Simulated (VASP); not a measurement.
# Si2W (I4/mmm) in VASP: further runs

The runs below take Si2W through single point, with PBEsol.

All numbers are computed with VASP 6.6.1; they aren't measurements. Logs are shortened: lines on timing, memory, paths and dates and some standing lists are left out, and cuts for length are marked.

**1. The cell of the first run**

Symmetry: I4/mmm, No. 139, tetragonal system. Conventional cell: a = 3.042 Å, b = 3.042 Å, c = 8.011 Å, α = 90.00°, β = 90.00°, γ = 90.00°. Within 3.3 Å of Si (site symmetry 4mm) lie 5 W at 2.53 to 2.68 Å and 9 Si at 2.54 to 3.04 Å. W (site symmetry 4/mmm) has 10 Si at 2.53 to 2.68 Å and 4 W at 3.04 Å within 3.3 Å.

**2. Single point, PBEsol (strain -0.050 along x and y, +0.025 along z)**

INCAR

```
PREC = Accurate ; ENCUT = 520
EDIFF = 1E-6 ; ISMEAR = 0
SIGMA = 0.15 ; LREAL = False
LASPH = True ; NELM = 60
ALGO = Normal ; ISIF = 2
LWAVE = False ; LCHARG = False
GGA = PS ; NBANDS = 18
```

KPOINTS

```
regular mesh
0
Gamma
  20 20 20
```

POSCAR

```
Si2W
1.0
   -1.5211872920      1.5211872920      4.0055629210
    1.5211872920     -1.5211872920      4.0055629210
    1.5211872920      1.5211872920     -4.0055629210
Si W
2 1
Direct
    0.3344989450      0.3344989450      0.0000000000
    0.6655010550      0.6655010550      0.0000000000
    0.0000000000      0.0000000000      0.0000000000
```

Potentials or basis: VASP PAW PBE potentials, release 64 (Si, W_sv).

Launch:

```bash
$ cat potpaw_PBE.64/Si/POTCAR potpaw_PBE.64/W_sv/POTCAR > POTCAR
$ mpirun -np 1 vasp_std > vasp.out
```

OUTCAR:

```text
PREC = Accurate
   ENCUT = 520
   EDIFF = 1E-6
   ISMEAR = 0
   LREAL = False
   LASPH = True
   NELM = 60
   ISIF = 2
   GGA = PS

 ion  position               nearest neighbor table
   1  0.334  0.334  0.000-   3 2.53   3 2.53   3 2.53   3 2.53   2 2.54   2 2.54   2 2.54   2 2.54
                             2 2.65   3 2.68
   2  0.666  0.666  0.000-   3 2.53   3 2.53   3 2.53   3 2.53   1 2.54   1 2.54   1 2.54   1 2.54
                             1 2.65   3 2.68
   3  0.000  0.000  0.000-   2 2.53   2 2.53   2 2.53   1 2.53   1 2.53   1 2.53   2 2.53   1 2.53
                             1 2.68   2 2.68

  LATTYP: Found a body centered tetragonal cell.
 ALAT       =     3.0423745840
 C/A-ratio  =     2.6331819507

  Lattice vectors:

 A1 = (  -1.5211872920,   1.5211872920,   4.0055629210)
 A2 = (   1.5211872920,  -1.5211872920,   4.0055629210)
 A3 = (   1.5211872920,   1.5211872920,  -4.0055629210)

Analysis of symmetry for initial positions (statically):
=====================================================================
 Subroutine PRICEL returns:
 Original cell was already a primitive cell.

 Routine SETGRP: Setting up the symmetry group for a
 body centered tetragonal supercell.

 Subroutine GETGRP returns: Found 16 space group operations
 (whereof 16 operations were pure point group operations)
 out of a pool of 16 trial point group operations.

The static configuration has the point symmetry D_4h.

Analysis of symmetry for dynamics (positions and initial velocities):
=====================================================================
 Subroutine PRICEL returns:
 Original cell was already a primitive cell.

 Routine SETGRP: Setting up the symmetry group for a
 body centered tetragonal supercell.

 Subroutine GETGRP returns: Found 16 space group operations
 (whereof 16 operations were pure point group operations)
 out of a pool of 16 trial point group operations.

The dynamic configuration has the point symmetry D_4h.

 Subroutine INISYM returns: Found 16 space group operations
 (whereof 16 operations are pure point group operations),
 and found     1 'primitive' translations

----------------------------------------------------------------------------------------

                                     Primitive cell

  volume of cell :      37.0757

  direct lattice vectors                    reciprocal lattice vectors
    -1.521187292  1.521187292  4.005562921     0.000000000  0.328690624  0.124826400
     1.521187292 -1.521187292  4.005562921     0.328690624  0.000000000  0.124826400
     1.521187292  1.521187292 -4.005562921     0.328690624  0.328690624  0.000000000

  length of vectors
     4.546708245  4.546708245  4.546708245     0.351595160  0.351595160  0.464838738

  position of ions in fractional coordinates (direct lattice)
     0.334498945  0.334498945  0.000000000
     0.665501055  0.665501055  0.000000000
     0.000000000  0.000000000  0.000000000

  ion indices of the primitive-cell ions
   primitive index   ion index
                 1           1
                 2           2
                 3           3

----------------------------------------------------------------------------------------

 KPOINTS: regular mesh

Automatic generation of k-mesh.
 Grid dimensions read from file:
 generate k-points for:   20   20   20

 Generating k-lattice:

  Cartesian coordinates                     Fractional coordinates (reciprocal lattice)
     0.000000000  0.016434531  0.006241320     0.050000000  0.000000000  0.000000000
     0.016434531  0.000000000  0.006241320     0.000000000  0.050000000  0.000000000
     0.016434531  0.016434531  0.000000000     0.000000000  0.000000000  0.050000000

  Length of vectors
     0.017579758  0.017579758  0.023241937

  Shift w.r.t. Gamma in fractional coordinates (k-lattice)
     0.000000000  0.000000000  0.000000000

 Subroutine IBZKPT returns following result:
 ===========================================

 Found    641 irreducible k-points:

 Following reciprocal coordinates:
            Coordinates               Weight
  0.000000  0.000000  0.000000      1.000000
  0.050000  0.000000 -0.000000      8.000000
  0.100000  0.000000  0.000000      8.000000
  0.150000 -0.000000  0.000000      8.000000
  0.200000  0.000000  0.000000      8.000000
  0.250000 -0.000000  0.000000      8.000000
[... 16 lines left out ...]
 -0.400000  0.050000 -0.000000     16.000000
 -0.350000  0.050000 -0.000000     16.000000
 [... further k-points ...]
   k-points           NKPTS =    641   k-points in BZ     NKDIM =    641   number of bands    NBANDS=     18
   number of dos      NEDOS =    301   number of ions     NIONS =      3
   total plane-waves  NPLWV =  46656
   dimension x,y,z NGX =    36 NGY =   36 NGZ =   36
   dimension x,y,z NGXF=    72 NGYF=   72 NGZF=   72
   ions per type =               2   1
   NGX,Y,Z   is equivalent  to a cutoff of  13.16, 13.16, 13.16 a.u.
   NGXF,Y,Z  is equivalent  to a cutoff of  26.33, 26.33, 26.33 a.u.
 SYSTEM =  unknown system
   PREC   = accura    normal or accurate (medium, high low for compatibility)
   ISTART =      0    job   : 0-new  1-cont  2-samecut
   ICHARG =      2    charge: 1-file 2-atom 10-const
   ISPIN  =      1    spin polarized calculation?
   LNONCOLLINEAR =      F non collinear calculations
   LSORBIT =      F    spin-orbit coupling
   LASPH  =      T    aspherical Exc in radial PAW
   ENCUT  =  520.0 eV  38.22 Ry    6.18 a.u.   8.45  8.45  8.45*2*pi/ulx,y,z
   NELM   =     60;   NELMIN=  2; NELMDL= -5     # of ELM steps
   EDIFF  = 0.1E-05   stopping-criterion for ELM
   LREAL  =      F    real-space projection
   EDIFFG = 0.1E-04   stopping-criterion for IOM
   NSW    =      0    number of steps for IOM
   IBRION =     -1    ionic relax: 0-MD 1-quasi-New 2-CG
   NFREE  =      0    steps in history (QN), initial steepest desc. (CG)
   ISIF   =      2    stress and relaxation
   ISYM   =      2    0-nonsym 1-usesym 2-fastsym
   POTIM  = 0.5000    time-step for ionic-motion
   TEBEG  =    0.0;   TEEND  =   0.0 temperature during run
   PSTRESS=    0.0 pullay stress
   NELECT =      22.0000    total number of electrons
   NUPDOWN=      -1.0000    fix difference up-down
   EMIN   =  10.00;   EMAX   =-10.00  energy-range for DOS
   EFERMI =   0.00;   METHOD = LEGACY
   ISMEAR =     0;   SIGMA  =   0.15  broadening in eV -4-tet -1-fermi 0-gaus
   EFERMI_NEDOS =   21; number of points for ismear=-14 and -15
   IALGO  =     38    algorithm
   IMIX   =      4    mixing-type and parameters
     AMIX     =   0.40;   BMIX     =  1.00
     AMIX_MAG =   1.60;   BMIX_MAG =  1.00
  volume/ion in A,a.u.               =      12.36        83.40
  Fermi-wavevector in a.u.,A,eV,Ry     =   1.375686  2.599670 25.749200  1.892513
  Thomas-Fermi vector in A             =   2.500999
   LORBIT       =      0    0 simple, 1 ext, 2 COOP (PROOUT), +10 PAW based schemes
   GGA     = PS    functional components
   LHFCALC =     F    Hartree Fock is set to
   AEXX    =    0.0000 exact exchange contribution
   IVDW    =     0    specifies the selected vdW correction
   LEPSILON=     F    determine dielectric tensor
   LRPA    =     F    only Hartree local field effects (RPA)
 non-spin polarized calculation
 Gauss-broadening in eV      SIGMA  =   0.15
  energy-cutoff  :      520.00
  volume of cell :       37.08
 maximum number of plane-waves:      1013
 NGX is ok and might be reduce to    36
   NGX = 17   NGY = 17   NGZ = 17

 number of electron      22.0000001 magnetization

 Free energy of the ion-electron system (eV)
  ---------------------------------------------------
  ext. energy  EPLUGINS =         0.00000000
  ---------------------------------------------------
  free energy    TOTEN  =       -26.26152799 eV

  energy without entropy =      -26.25738194  energy(sigma->0) =      -26.25945497

 E-fermi :  13.3135     XC(G=0): -13.0292

 val. band max:       13.3106843590   @ k =  -0.4000  -0.4500   0.3500
 cond. band min:      13.3310684644   @ k =  -0.4000  -0.4500   0.4000
 fundamental gap:      0.0203841054
 Fermi energy:        13.3135069403

 k-point     1 :       0.0000    0.0000    0.0000
  band No.  band energies     occupation
      1     -60.4164      2.00000
      2     -24.8388      2.00000
      3     -24.6401      2.00000
      4     -24.6401      2.00000
      5      -1.6832      2.00000
      6       5.5055      2.00000
[... 10 lines left out ...]
     17      19.0623      0.00000
     18      19.0623      0.00000

 k-point     2 :       0.0500    0.0000   -0.0000
  band No.  band energies     occupation
      1     -60.4160      2.00000
      2     -24.8379      2.00000
      3     -24.6500      2.00000
      4     -24.6392      2.00000
      5      -1.6298      2.00000
      6       5.5212      2.00000
[... 10 lines left out ...]
     17      19.0957      0.00000
     18      19.3388      0.00000

 k-point     3 :       0.1000    0.0000    0.0000
  band No.  band energies     occupation
      1     -60.4148      2.00000
      2     -24.8352      2.00000
      3     -24.6788      2.00000
      4     -24.6365      2.00000
      5      -1.4707      2.00000
      6       5.5623      2.00000
[... 10 lines left out ...]
     17      19.2693      0.00000
     18      19.9858      0.00000

 k-point     4 :       0.1500   -0.0000    0.0000
  band No.  band energies     occupation
      1     -60.4129      2.00000
      2     -24.8309      2.00000
      3     -24.7233      2.00000
      4     -24.6324      2.00000
      5      -1.2096      2.00000
      6       5.6085      2.00000
[... 375 lines left out ...]
      4     -24.6129      2.00000
      5       2.0004      2.00000
      6       3.6297      2.00000
[... 10 lines left out ...]
     17      20.5735      0.00000
     18      21.2966      0.00000

 k-point    23 :      -0.4000    0.0500   -0.0000
  band No.  band energies     occupation
      1     -60.4007      2.00000
      2     -24.9955      2.00000
      3     -24.8020      2.00000
      4     -24.6156      2.00000
      5       1.3268      2.00000
      6       4.2725      2.00000
[... 10 lines left out ...]
     17      20.6828      0.00000
     18      22.1673      0.00000

 k-point    24 :      -0.3500    0.0500   -0.0000
  band No.  band energies     occupation
      1     -60.4025      2.00000
      2     -24.9531      2.00000
      3     -24.8062      2.00000
      4     -24.6198      2.00000
      5       0.6837      2.00000
      6       4.8793      2.00000
[... 10 lines left out ...]
     17      20.9696      0.00000
     18      22.5758      0.00000

 [... further k-points ...]

------------------------ aborting loop because EDIFF is reached ----------------------------------------

  FORCE on cell =-STRESS in cart. coord.  units (eV):
  Direction    XX          YY          ZZ          XY          YZ          ZX
  --------------------------------------------------------------------------------------
  -------------------------------------------------------------------------------------
  Total        7.4507731      7.4507731      0.1156901      0.0000000      0.0000000     -0.0000000
  in kB      321.9756241    321.9756241      4.9993993      0.0000000      0.0000000     -0.0000000
  external PRESSURE =     216.3168825 kB  Pullay stress =       0.0000000 kB

 VOLUME and BASIS-vectors are now :
 -----------------------------------------------------------------------------
  energy-cutoff  :      520.00
  volume of cell :       37.08
      direct lattice vectors                 reciprocal lattice vectors
    -1.521187292  1.521187292  4.005562921     0.000000000  0.328690624  0.124826400
     1.521187292 -1.521187292  4.005562921     0.328690624  0.000000000  0.124826400
     1.521187292  1.521187292 -4.005562921     0.328690624  0.328690624  0.000000000

 POSITION                                       TOTAL-FORCE (eV/Angst)
 -----------------------------------------------------------------------------------
      0.00000      0.00000      2.67971         0.000000      0.000000     -0.268705
      0.00000      0.00000      5.33141        -0.000000     -0.000000      0.268705
      0.00000      0.00000      0.00000         0.000000      0.000000      0.000000
 -----------------------------------------------------------------------------------
    total drift:                                0.000000     -0.000000      0.000000

  FREE ENERGIE OF THE ION-ELECTRON SYSTEM (eV)
  ---------------------------------------------------
  free  energy   TOTEN  =       -26.2615279932 eV

  energy  without entropy=      -26.2573819416  energy(sigma->0) =      -26.25945497
```

Run time: 21 min. Hardware: 1 thread of Intel Xeon 8259CL, shared host; peak memory 0.5 GiB.

Results:

| Quantity | Value |
| --- | --- |
| Free energy | -26.2615 eV |
| Pressure | 21.6 GPa |
| Largest force | 0.269 eV/Å |
| Band gap on the k mesh | zero (bands 11 and 12 overlap by 1.68 eV) |

Forces on the atoms (eV/Å):
```
Si   0.000  0.000 -0.269
Si   0.000  0.000  0.269
W    0.000  0.000  0.000
```

Stress tensor (GPa, compression positive):
```
32.20  0.00  0.00
 0.00 32.20  0.00
 0.00  0.00  0.50
```

Caveat: the cell differs from its parent crystal (strain -0.050 along x and y, +0.025 along z); the stress differs along the axes, from 0 to 32 GPa; the PAW data sets were made with another functional, which shifts forces and pressure a little; spin-orbit coupling is left out, which moves the levels of the heavy elements.

(Continued in part 2 of 2.)

The gap in the log of VASP goes by the Fermi energy; the results here count the filled bands.